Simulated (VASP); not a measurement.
# Sn (Fd-3m) in VASP: further runs

Sn is run at these levels: PBE, PBEsol+D3(BJ), PBE+D4, PBE+D3(BJ); tasks: single point, relaxation of cell and atoms.

Program: VASP 6.6.1. These are calculated values, not measurements. Logs are shortened: lines on timing, memory, paths and dates and some standing lists are left out, and cuts for length are marked.

## (1) The cell of the first run

The structure is cubic, space group Fd-3m (No. 227). Conventional cell: a = 6.467 Å, b = 6.467 Å, c = 6.467 Å, α = 90.00°, β = 90.00°, γ = 90.00°. Within 3.7 Å of Sn (site symmetry -43m) lie 4 Sn at 2.80 Å.

This isn't the form of Sn at room conditions, which is tetragonal (white tin).

## (2) Single point, PBE

INCAR reads:

```
ALGO     = Fast           # electronic algorithm
EDIFF    = 1E-6           # SCF threshold, eV
ENCUT    = 520            # plane-wave cutoff, eV
GGA      = PE             # functional
ISIF     = 2              # what is computed and relaxed
ISMEAR   = 0              # smearing method
LASPH    = T              # aspherical terms in the spheres
LCHARG   = F              # write CHGCAR
LREAL    = F              # projectors in reciprocal space
LWAVE    = F              # write WAVECAR
NBANDS   = 21             # bands
NELM     = 100            # most SCF steps
PREC     = Accurate       # precision mode
SIGMA    = 0.026000000000000002 # smearing width, eV
```

KPOINTS reads:

```
k-points
0
Gamma
  7 7 7
```

POSCAR reads:

```
Sn
1.0
    0.0000000000      3.2333428000      3.2333428000
    3.2333428000      0.0000000000      3.2333428000
    3.2333428000      3.2333428000      0.0000000000
Sn
2
Direct
    0.7500000000      0.7500000000      0.7500000000
    0.5000000000      0.5000000000      0.5000000000
```

Potentials or basis: VASP PAW PBE potentials, release 64 (Sn_d).

Launch:

```bash
$ cat potpaw_PBE.64/Sn_d/POTCAR > POTCAR
$ mpirun -np 1 vasp_std > vasp.out
```

OUTCAR:

```text
EDIFF = 1E-6
   ENCUT = 520
   GGA = PE
   ISIF = 2
   ISMEAR = 0
   LASPH = T
   LREAL = F
   NELM = 100
   PREC = Accurate

 ion  position               nearest neighbor table
   1  0.750  0.750  0.750-   2 2.80   2 2.80   2 2.80   2 2.80
   2  0.500  0.500  0.500-   1 2.80   1 2.80   1 2.80   1 2.80

  LATTYP: Found a face centered cubic cell.
 ALAT       =     6.4666856000

  Lattice vectors:

 A1 = (   0.0000000000,   3.2333428000,   3.2333428000)
 A2 = (   3.2333428000,   0.0000000000,   3.2333428000)
 A3 = (   3.2333428000,   3.2333428000,   0.0000000000)

Analysis of symmetry for initial positions (statically):
=====================================================================
 Subroutine PRICEL returns:
 Original cell was already a primitive cell.

 Routine SETGRP: Setting up the symmetry group for a
 face centered cubic supercell.

 Subroutine GETGRP returns: Found 48 space group operations
 (whereof 24 operations were pure point group operations)
 out of a pool of 48 trial point group operations.

The static configuration has the point symmetry T_d .
 The point group associated with its full space group is O_h .

Analysis of symmetry for dynamics (positions and initial velocities):
=====================================================================
 Subroutine PRICEL returns:
 Original cell was already a primitive cell.

 Routine SETGRP: Setting up the symmetry group for a
 face centered cubic supercell.

 Subroutine GETGRP returns: Found 48 space group operations
 (whereof 24 operations were pure point group operations)
 out of a pool of 48 trial point group operations.

The dynamic configuration has the point symmetry T_d .
 The point group associated with its full space group is O_h .

 Subroutine INISYM returns: Found 48 space group operations
 (whereof 24 operations are pure point group operations),
 and found     1 'primitive' translations

----------------------------------------------------------------------------------------

                                     Primitive cell

  volume of cell :      67.6060

  direct lattice vectors                    reciprocal lattice vectors
     0.000000000  3.233342800  3.233342800    -0.154638723  0.154638723  0.154638723
     3.233342800  0.000000000  3.233342800     0.154638723 -0.154638723  0.154638723
     3.233342800  3.233342800  0.000000000     0.154638723  0.154638723 -0.154638723

  length of vectors
     4.572637240  4.572637240  4.572637240     0.267842124  0.267842124  0.267842124

  position of ions in fractional coordinates (direct lattice)
     0.750000000  0.750000000  0.750000000
     0.500000000  0.500000000  0.500000000

  ion indices of the primitive-cell ions
   primitive index   ion index
                 1           1
                 2           2

----------------------------------------------------------------------------------------

 KPOINTS: k-points

Automatic generation of k-mesh.
 Grid dimensions read from file:
 generate k-points for:    7    7    7

 Generating k-lattice:

  Cartesian coordinates                     Fractional coordinates (reciprocal lattice)
    -0.022091246  0.022091246  0.022091246     0.142857143  0.000000000  0.000000000
     0.022091246 -0.022091246  0.022091246     0.000000000  0.142857143  0.000000000
     0.022091246  0.022091246 -0.022091246     0.000000000  0.000000000  0.142857143

  Length of vectors
     0.038263161  0.038263161  0.038263161

  Shift w.r.t. Gamma in fractional coordinates (k-lattice)
     0.000000000  0.000000000  0.000000000

 Subroutine IBZKPT returns following result:
 ===========================================

 Found     20 irreducible k-points:

 Following reciprocal coordinates:
            Coordinates               Weight
  0.000000  0.000000  0.000000      1.000000
  0.142857  0.000000  0.000000      8.000000
  0.285714  0.000000  0.000000      8.000000
  0.428571  0.000000  0.000000      8.000000
  0.142857  0.142857  0.000000      6.000000
  0.285714  0.142857  0.000000     24.000000
[... 12 lines left out ...]
 -0.428571  0.428571  0.142857     24.000000
 -0.285714  0.428571  0.142857     24.000000
   k-points           NKPTS =     20   k-points in BZ     NKDIM =     20   number of bands    NBANDS=     21
   number of dos      NEDOS =    301   number of ions     NIONS =      2
   total plane-waves  NPLWV =  46656
   dimension x,y,z NGX =    36 NGY =   36 NGZ =   36
   dimension x,y,z NGXF=    72 NGYF=   72 NGZF=   72
   ions per type =               2
   NGX,Y,Z   is equivalent  to a cutoff of  13.09, 13.09, 13.09 a.u.
   NGXF,Y,Z  is equivalent  to a cutoff of  26.18, 26.18, 26.18 a.u.
 SYSTEM =  unknown system
   PREC   = accura    normal or accurate (medium, high low for compatibility)
   ISTART =      0    job   : 0-new  1-cont  2-samecut
   ICHARG =      2    charge: 1-file 2-atom 10-const
   ISPIN  =      1    spin polarized calculation?
   LNONCOLLINEAR =      F non collinear calculations
   LSORBIT =      F    spin-orbit coupling
   LASPH  =      T    aspherical Exc in radial PAW
   ENCUT  =  520.0 eV  38.22 Ry    6.18 a.u.   8.50  8.50  8.50*2*pi/ulx,y,z
   NELM   =    100;   NELMIN=  2; NELMDL= -5     # of ELM steps
   EDIFF  = 0.1E-05   stopping-criterion for ELM
   LREAL  =      F    real-space projection
   EDIFFG = 0.1E-04   stopping-criterion for IOM
   NSW    =      0    number of steps for IOM
   IBRION =     -1    ionic relax: 0-MD 1-quasi-New 2-CG
   NFREE  =      0    steps in history (QN), initial steepest desc. (CG)
   ISIF   =      2    stress and relaxation
   ISYM   =      2    0-nonsym 1-usesym 2-fastsym
   POTIM  = 0.5000    time-step for ionic-motion
   TEBEG  =    0.0;   TEEND  =   0.0 temperature during run
   PSTRESS=    0.0 pullay stress
   NELECT =      28.0000    total number of electrons
   NUPDOWN=      -1.0000    fix difference up-down
   EMIN   =  10.00;   EMAX   =-10.00  energy-range for DOS
   EFERMI =   0.00;   METHOD = LEGACY
   ISMEAR =     0;   SIGMA  =   0.03  broadening in eV -4-tet -1-fermi 0-gaus
   EFERMI_NEDOS =   21; number of points for ismear=-14 and -15
   IALGO  =     68    algorithm
   IMIX   =      4    mixing-type and parameters
     AMIX     =   0.40;   BMIX     =  1.00
     AMIX_MAG =   1.60;   BMIX_MAG =  1.00
  volume/ion in A,a.u.               =      33.80       228.11
  Fermi-wavevector in a.u.,A,eV,Ry     =   1.220298  2.306028 20.260793  1.489126
  Thomas-Fermi vector in A             =   2.355520
   LORBIT       =      0    0 simple, 1 ext, 2 COOP (PROOUT), +10 PAW based schemes
   GGA     = PE    functional components
   LHFCALC =     F    Hartree Fock is set to
   AEXX    =    0.0000 exact exchange contribution
   IVDW    =     0    specifies the selected vdW correction
   LEPSILON=     F    determine dielectric tensor
   LRPA    =     F    only Hartree local field effects (RPA)
 non-spin polarized calculation
 RMM-DIIS sequential band-by-band and
 Gauss-broadening in eV      SIGMA  =   0.03
  energy-cutoff  :      520.00
  volume of cell :       67.61
 maximum number of plane-waves:      1841
 NGX is ok and might be reduce to    36
   NGX = 17   NGY = 17   NGZ = 17

 number of electron      28.0000008 magnetization

 Free energy of the ion-electron system (eV)
  ---------------------------------------------------
  ext. energy  EPLUGINS =         0.00000000
  ---------------------------------------------------
  free energy    TOTEN  =        -7.60986437 eV

  energy without entropy =       -7.60959002  energy(sigma->0) =       -7.60972719

 E-fermi :   5.7919     XC(G=0):  -8.9195

 val. band max:        5.4866094773   @ k =   0.1429   0.0000   0.0000
 cond. band min:       5.8043838995   @ k =   0.4286   0.0000   0.0000
 fundamental gap:      0.3177744222
 Fermi energy:         5.7919333028

 k-point     1 :       0.0000    0.0000    0.0000
  band No.  band energies     occupation
      1     -15.9469      2.00000
      2     -15.9469      2.00000
      3     -15.9469      2.00000
      4     -15.8859      2.00000
      5     -15.8859      2.00000
      6     -15.5681      2.00000
[... 13 lines left out ...]
     20      13.7430      0.00000
     21      13.7436      0.00000

 k-point     2 :       0.1429    0.0000    0.0000
  band No.  band energies     occupation
      1     -15.9605      2.00000
      2     -15.9605      2.00000
      3     -15.9420      2.00000
      4     -15.8666      2.00000
      5     -15.8666      2.00000
      6     -15.5939      2.00000
[... 13 lines left out ...]
     20      12.7670      0.00000
     21      12.7670      0.00000

 k-point     3 :       0.2857    0.0000    0.0000
  band No.  band energies     occupation
      1     -15.9764      2.00000
      2     -15.9764      2.00000
      3     -15.9306      2.00000
      4     -15.8391      2.00000
      5     -15.8391      2.00000
      6     -15.6175      2.00000
[... 13 lines left out ...]
     20      12.7858      0.00000
     21      12.7858      0.00000

 k-point     4 :       0.4286    0.0000    0.0000
  band No.  band energies     occupation
      1     -15.9834      2.00000
      2     -15.9834      2.00000
      3     -15.9210      2.00000
      4     -15.8251      2.00000
      5     -15.8251      2.00000
      6     -15.6278      2.00000
[... 13 lines left out ...]
     20      14.0544      0.00000
     21      14.0544      0.00000

 k-point     5 :       0.1429    0.1429    0.0000
  band No.  band energies     occupation
      1     -15.9582      2.00000
      2     -15.9582      2.00000
      3     -15.9558      2.00000
      4     -15.8693      2.00000
      5     -15.8452      2.00000
      6     -15.6327      2.00000
[... 13 lines left out ...]
     20      12.0232      0.00000
     21      13.9698      0.00000
[... 286 lines left out ...]
     20      14.1056      0.00000
     21      14.7771      0.00000

 k-point    18 :      -0.4286    0.2857    0.1429
  band No.  band energies     occupation
      1     -16.0150      2.00000
      2     -16.0001      2.00000
      3     -15.8698      2.00000
      4     -15.7940      2.00000
      5     -15.7614      2.00000
      6     -15.7133      2.00000
[... 13 lines left out ...]
     20      14.2037      0.00000
     21      14.8981      0.00000

 k-point    19 :      -0.4286    0.4286    0.1429
  band No.  band energies     occupation
      1     -16.0106      2.00000
      2     -16.0082      2.00000
      3     -15.8620      2.00000
      4     -15.7899      2.00000
      5     -15.7590      2.00000
      6     -15.7006      2.00000
[... 13 lines left out ...]
     20      14.7989      0.00000
     21      16.0803      0.00000

 k-point    20 :      -0.2857    0.4286    0.1429
  band No.  band energies     occupation
      1     -16.0221      2.00000
      2     -16.0091      2.00000
      3     -15.8373      2.00000
      4     -15.7674      2.00000
      5     -15.7482      2.00000
      6     -15.7149      2.00000
[... 13 lines left out ...]
     20      14.5172      0.00000
     21      16.3116      0.00000

------------------------ aborting loop because EDIFF is reached ----------------------------------------

  FORCE on cell =-STRESS in cart. coord.  units (eV):
  Direction    XX          YY          ZZ          XY          YZ          ZX
  --------------------------------------------------------------------------------------
  -------------------------------------------------------------------------------------
  Total        1.5903383      1.5903383      1.5903383      0.0000000      0.0000000     -0.0000000
  in kB       37.6890196     37.6890196     37.6890196      0.0000000      0.0000000     -0.0000000
  external PRESSURE =      37.6890196 kB  Pullay stress =       0.0000000 kB

 VOLUME and BASIS-vectors are now :
 -----------------------------------------------------------------------------
  energy-cutoff  :      520.00
  volume of cell :       67.61
      direct lattice vectors                 reciprocal lattice vectors
     0.000000000  3.233342800  3.233342800    -0.154638723  0.154638723  0.154638723
     3.233342800  0.000000000  3.233342800     0.154638723 -0.154638723  0.154638723
     3.233342800  3.233342800  0.000000000     0.154638723  0.154638723 -0.154638723

 POSITION                                       TOTAL-FORCE (eV/Angst)
 -----------------------------------------------------------------------------------
      4.85001      4.85001      4.85001         0.000000      0.000000     -0.000000
      3.23334      3.23334      3.23334        -0.000000     -0.000000      0.000000
 -----------------------------------------------------------------------------------
    total drift:                                0.000000      0.000000      0.000000

  FREE ENERGIE OF THE ION-ELECTRON SYSTEM (eV)
  ---------------------------------------------------
  free  energy   TOTEN  =        -7.6098643678 eV

  energy  without entropy=       -7.6095900186  energy(sigma->0) =       -7.60972719
```

Wall time 36 s (1 thread of Intel Xeon 8259CL, shared host); peak memory 0.2 GiB.

What came out:

* Free energy: -7.6099 eV
* Pressure: 3.8 GPa
* Band gap on the k mesh: zero (bands 14 and 15 overlap by 0.04 eV)

Caveat: the cell stands under pressure; spin-orbit coupling is left out, which moves the levels of the heavy elements.

[end of part 1 of 2]
